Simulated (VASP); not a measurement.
# TiN (Fm-3m) in VASP: single point with LDA

Aim: the single point of TiN with LDA.

All numbers are computed with VASP 6.6.1; they aren't measurements. Logs are shortened: lines on timing, memory, paths and dates and some standing lists are left out, and cuts for length are marked.

## (1) The cell of the first run

The structure is cubic, space group Fm-3m (No. 225). The conventional cell has a = 4.173 Å, b = 4.173 Å, c = 4.173 Å, α = 90.00°, β = 90.00°, γ = 90.00°. Within 2.8 Å of Ti (site symmetry m-3m) lie 6 N at 2.09 Å. Within 2.8 Å of N (site symmetry m-3m) lie 6 Ti at 2.09 Å.

## (2) Single point, LDA

INCAR

```
ALGO = Normal
EDIFF = 1E-6
ENCUT = 1330
GGA = CA
GGA_COMPAT = F
ISIF = 2
ISMEAR = -1
LASPH = T
LCHARG = F
LREAL = F
LWAVE = F
NBANDS = 16
NELM = 120
PREC = Accurate
SIGMA = 0.15
```

KPOINTS

```
k-points
0
Gamma
  14 14 14
```

POSCAR

```
TiN
1.0
    0.0000000000      2.0866560794      2.0866560794
    2.0866560794      0.0000000000      2.0866560794
    2.0866560794      2.0866560794      0.0000000000
Ti N
1 1
Direct
    0.0000000000      0.0000000000      0.0000000000
    0.5000000000      0.5000000000      0.5000000000
```

Potentials or basis: VASP PAW LDA potentials, release 64 (Ti_sv, N_h).

On the command line:

```bash
cat potpaw_LDA.64/Ti_sv/POTCAR potpaw_LDA.64/N_h/POTCAR > POTCAR
mpirun -np 1 vasp_std > vasp.out
```

OUTCAR:

```text
EDIFF = 1E-6
   ENCUT = 1330
   GGA = CA
   ISIF = 2
   ISMEAR = -1
   LASPH = T
   LREAL = F
   NELM = 120
   PREC = Accurate

 ion  position               nearest neighbor table
   1  0.000  0.000  0.000-   2 2.09   2 2.09   2 2.09   2 2.09   2 2.09   2 2.09
   2  0.500  0.500  0.500-   1 2.09   1 2.09   1 2.09   1 2.09   1 2.09   1 2.09

  LATTYP: Found a face centered cubic cell.
 ALAT       =     4.1733121588

  Lattice vectors:

 A1 = (   0.0000000000,   2.0866560794,   2.0866560794)
 A2 = (   2.0866560794,   0.0000000000,   2.0866560794)
 A3 = (   2.0866560794,   2.0866560794,   0.0000000000)

Analysis of symmetry for initial positions (statically):
=====================================================================
 Subroutine PRICEL returns:
 Original cell was already a primitive cell.

 Routine SETGRP: Setting up the symmetry group for a
 face centered cubic supercell.

 Subroutine GETGRP returns: Found 48 space group operations
 (whereof 48 operations were pure point group operations)
 out of a pool of 48 trial point group operations.

The static configuration has the point symmetry O_h .

Analysis of symmetry for dynamics (positions and initial velocities):
=====================================================================
 Subroutine PRICEL returns:
 Original cell was already a primitive cell.

 Routine SETGRP: Setting up the symmetry group for a
 face centered cubic supercell.

 Subroutine GETGRP returns: Found 48 space group operations
 (whereof 48 operations were pure point group operations)
 out of a pool of 48 trial point group operations.

The dynamic configuration has the point symmetry O_h .

 Subroutine INISYM returns: Found 48 space group operations
 (whereof 48 operations are pure point group operations),
 and found     1 'primitive' translations

----------------------------------------------------------------------------------------

                                     Primitive cell

  volume of cell :      18.1712

  direct lattice vectors                    reciprocal lattice vectors
     0.000000000  2.086656079  2.086656079    -0.239617829  0.239617829  0.239617829
     2.086656079  0.000000000  2.086656079     0.239617829 -0.239617829  0.239617829
     2.086656079  2.086656079  0.000000000     0.239617829  0.239617829 -0.239617829

  length of vectors
     2.950977327  2.950977327  2.950977327     0.415030255  0.415030255  0.415030255

  position of ions in fractional coordinates (direct lattice)
     0.000000000  0.000000000  0.000000000
     0.500000000  0.500000000  0.500000000

  ion indices of the primitive-cell ions
   primitive index   ion index
                 1           1
                 2           2

----------------------------------------------------------------------------------------

 KPOINTS: k-points

Automatic generation of k-mesh.
 Grid dimensions read from file:
 generate k-points for:   14   14   14

 Generating k-lattice:

  Cartesian coordinates                     Fractional coordinates (reciprocal lattice)
    -0.017115559  0.017115559  0.017115559     0.071428571  0.000000000  0.000000000
     0.017115559 -0.017115559  0.017115559     0.000000000  0.071428571  0.000000000
     0.017115559  0.017115559 -0.017115559     0.000000000  0.000000000  0.071428571

  Length of vectors
     0.029645018  0.029645018  0.029645018

  Shift w.r.t. Gamma in fractional coordinates (k-lattice)
     0.000000000  0.000000000  0.000000000

 Subroutine IBZKPT returns following result:
 ===========================================

 Found    104 irreducible k-points:

 Following reciprocal coordinates:
            Coordinates               Weight
  0.000000  0.000000  0.000000      1.000000
  0.071429  0.000000  0.000000      8.000000
  0.142857  0.000000  0.000000      8.000000
  0.214286  0.000000  0.000000      8.000000
  0.285714  0.000000  0.000000      8.000000
  0.357143  0.000000  0.000000      8.000000
[... 16 lines left out ...]
  0.214286  0.142857  0.000000     24.000000
  0.285714  0.142857  0.000000     24.000000
 [... further k-points ...]
   k-points           NKPTS =    104   k-points in BZ     NKDIM =    104   number of bands    NBANDS=     16
   number of dos      NEDOS =    301   number of ions     NIONS =      2
   total plane-waves  NPLWV =  46656
   dimension x,y,z NGX =    36 NGY =   36 NGZ =   36
   dimension x,y,z NGXF=    72 NGYF=   72 NGZF=   72
   ions per type =               1   1
   NGX,Y,Z   is equivalent  to a cutoff of  20.28, 20.28, 20.28 a.u.
   NGXF,Y,Z  is equivalent  to a cutoff of  40.56, 40.56, 40.56 a.u.
 SYSTEM =  unknown system
   PREC   = accura    normal or accurate (medium, high low for compatibility)
   ISTART =      0    job   : 0-new  1-cont  2-samecut
   ICHARG =      2    charge: 1-file 2-atom 10-const
   ISPIN  =      1    spin polarized calculation?
   LNONCOLLINEAR =      F non collinear calculations
   LSORBIT =      F    spin-orbit coupling
   LASPH  =      T    aspherical Exc in radial PAW
   ENCUT  = 1330.0 eV  97.75 Ry    9.89 a.u.   8.78  8.78  8.78*2*pi/ulx,y,z
   NELM   =    120;   NELMIN=  2; NELMDL= -5     # of ELM steps
   EDIFF  = 0.1E-05   stopping-criterion for ELM
   LREAL  =      F    real-space projection
   EDIFFG = 0.1E-04   stopping-criterion for IOM
   NSW    =      0    number of steps for IOM
   IBRION =     -1    ionic relax: 0-MD 1-quasi-New 2-CG
   NFREE  =      0    steps in history (QN), initial steepest desc. (CG)
   ISIF   =      2    stress and relaxation
   ISYM   =      2    0-nonsym 1-usesym 2-fastsym
   POTIM  = 0.5000    time-step for ionic-motion
   TEBEG  =    0.0;   TEEND  =   0.0 temperature during run
   PSTRESS=    0.0 pullay stress
   NELECT =      17.0000    total number of electrons
   NUPDOWN=      -1.0000    fix difference up-down
   EMIN   =  10.00;   EMAX   =-10.00  energy-range for DOS
   EFERMI =   0.00;   METHOD = LEGACY
   ISMEAR =    -1;   SIGMA  =   0.15  broadening in eV -4-tet -1-fermi 0-gaus
   EFERMI_NEDOS =   21; number of points for ismear=-14 and -15
   IALGO  =     38    algorithm
   IMIX   =      4    mixing-type and parameters
     AMIX     =   0.40;   BMIX     =  1.00
     AMIX_MAG =   1.60;   BMIX_MAG =  1.00
  volume/ion in A,a.u.               =       9.09        61.31
  Fermi-wavevector in a.u.,A,eV,Ry     =   1.601144  3.025723 34.880720  2.563661
  Thomas-Fermi vector in A             =   2.698168
   LORBIT       =      0    0 simple, 1 ext, 2 COOP (PROOUT), +10 PAW based schemes
   GGA     = CA    functional components
   LHFCALC =     F    Hartree Fock is set to
   AEXX    =    0.0000 exact exchange contribution
   IVDW    =     0    specifies the selected vdW correction
   LEPSILON=     F    determine dielectric tensor
   LRPA    =     F    only Hartree local field effects (RPA)
 non-spin polarized calculation
  energy-cutoff  :     1330.00
  volume of cell :       18.17
 maximum number of plane-waves:      2044
   NGX = 17   NGY = 17   NGZ = 17

 number of electron      17.0000000 magnetization

 Free energy of the ion-electron system (eV)
  ---------------------------------------------------
  ext. energy  EPLUGINS =         0.00000000
  ---------------------------------------------------
  free energy    TOTEN  =       -21.70481155 eV

  energy without entropy =      -21.64490537  energy(sigma->0) =      -21.67485846

 E-fermi :  12.2233     XC(G=0): -13.6586

 val. band max:       12.2155769968   @ k =   0.3571   0.1429   0.0714
 cond. band min:      12.2266227427   @ k =   0.2857   0.0714   0.0000
 fundamental gap:      0.0110457459
 Fermi energy:        12.2233013854

 k-point     1 :       0.0000    0.0000    0.0000
  band No.  band energies     occupation
      1     -44.8300      2.00000
      2     -21.1465      2.00000
      3     -21.1465      2.00000
      4     -21.1465      2.00000
      5      -4.8857      2.00000
      6      10.1811      2.00000
[... 8 lines left out ...]
     15      25.5673      0.00000
     16      32.7066      0.00000

 k-point     2 :       0.0714    0.0000    0.0000
  band No.  band energies     occupation
      1     -44.8237      2.00000
      2     -21.1885      2.00000
      3     -21.1499      2.00000
      4     -21.1499      2.00000
      5      -4.7754      2.00000
      6       9.5861      2.00000
[... 8 lines left out ...]
     15      25.6768      0.00000
     16      32.5433      0.00000

 k-point     3 :       0.1429    0.0000    0.0000
  band No.  band energies     occupation
      1     -44.8062      2.00000
      2     -21.3047      2.00000
      3     -21.1592      2.00000
      4     -21.1592      2.00000
      5      -4.4589      2.00000
      6       8.4424      2.00000
[... 8 lines left out ...]
     15      25.8147      0.00000
     16      32.0161      0.00000

 k-point     4 :       0.2143    0.0000    0.0000
  band No.  band energies     occupation
      1     -44.7806      2.00000
      2     -21.4688      2.00000
      3     -21.1726      2.00000
      4     -21.1726      2.00000
      5      -3.9767      2.00000
      6       7.1755      2.00000
[... 8 lines left out ...]
     15      25.6918      0.00000
     16      30.9906      0.00000
[... 324 lines left out ...]
 k-point    22 :       0.1429    0.1429    0.0000
  band No.  band energies     occupation
      1     -44.7983      2.00000
      2     -21.2927      2.00000
      3     -21.1942      2.00000
      4     -21.1942      2.00000
      5      -4.3594      2.00000
      6       7.5500      2.00000
[... 8 lines left out ...]
     15      26.1113      0.00000
     16      31.3421      0.00000

 k-point    23 :       0.2143    0.1429    0.0000
  band No.  band energies     occupation
      1     -44.7792      2.00000
      2     -21.3967      2.00000
      3     -21.2167      2.00000
      4     -21.2081      2.00000
      5      -4.0546      2.00000
      6       6.8183      2.00000
[... 8 lines left out ...]
     15      26.1922      0.00000
     16      30.7291      0.00000

 k-point    24 :       0.2857    0.1429    0.0000
  band No.  band energies     occupation
      1     -44.7544      2.00000
      2     -21.5412      2.00000
      3     -21.2365      2.00000
      4     -21.2232      2.00000
      5      -3.6327      2.00000
      6       6.1219      2.00000
[... 8 lines left out ...]
     15      25.9246      0.00000
     16      29.6416      0.00000

 [... further k-points ...]

------------------------ aborting loop because EDIFF is reached ----------------------------------------

  FORCE on cell =-STRESS in cart. coord.  units (eV):
  Direction    XX          YY          ZZ          XY          YZ          ZX
  --------------------------------------------------------------------------------------
  -------------------------------------------------------------------------------------
  Total        0.1066626      0.1066626      0.1066626      0.0000000      0.0000000     -0.0000000
  in kB        9.4045952      9.4045952      9.4045952      0.0000000      0.0000000     -0.0000000
  external PRESSURE =       9.4045952 kB  Pullay stress =       0.0000000 kB

 VOLUME and BASIS-vectors are now :
 -----------------------------------------------------------------------------
  energy-cutoff  :     1330.00
  volume of cell :       18.17
      direct lattice vectors                 reciprocal lattice vectors
     0.000000000  2.086656079  2.086656079    -0.239617829  0.239617829  0.239617829
     2.086656079  0.000000000  2.086656079     0.239617829 -0.239617829  0.239617829
     2.086656079  2.086656079  0.000000000     0.239617829  0.239617829 -0.239617829

 POSITION                                       TOTAL-FORCE (eV/Angst)
 -----------------------------------------------------------------------------------
      0.00000      0.00000      0.00000        -0.000000     -0.000000     -0.000000
      2.08666      2.08666      2.08666         0.000000      0.000000      0.000000
 -----------------------------------------------------------------------------------
    total drift:                                0.000000      0.000000      0.000000

  FREE ENERGIE OF THE ION-ELECTRON SYSTEM (eV)
  ---------------------------------------------------
  free  energy   TOTEN  =       -21.7048115496 eV

  energy  without entropy=      -21.6449053690  energy(sigma->0) =      -21.67485846
```

Run time: 97 s. Hardware: 1 thread of Intel Xeon Platinum 8175M at 2.50GHz (Skylake/Cascade Lake), shared host; peak memory 0.27 GiB.

Results:

- Free energy: -21.7048 eV
- Pressure: 0.9 GPa
- Band gap on the k mesh: zero (an odd number of electrons rules out a gap without spin polarisation)

Levels at points of the mesh, in eV from the Fermi level:
```csv
k point,band 5,band 6,band 7,band 8,band 9,band 10,band 11,band 12,band 13,band 14
"(0.00, 0.00, 0.00)",-17.11,-2.04,-2.04,-2.04,-0.67,-0.67,-0.67,0.62,0.62,6.15
"(0.50, 0.00, 0.00)",-14.36,-8.35,-5.72,-5.72,1.84,1.84,2.58,6.17,6.17,6.38
"(0.50, 0.50, 0.00)",-15.67,-5.85,-3.30,-3.23,-3.23,1.78,2.61,2.61,4.07,11.28
```

Caveat: an odd number of electrons without spin polarisation forces a metal; a magnetic or distorted state may lie lower.
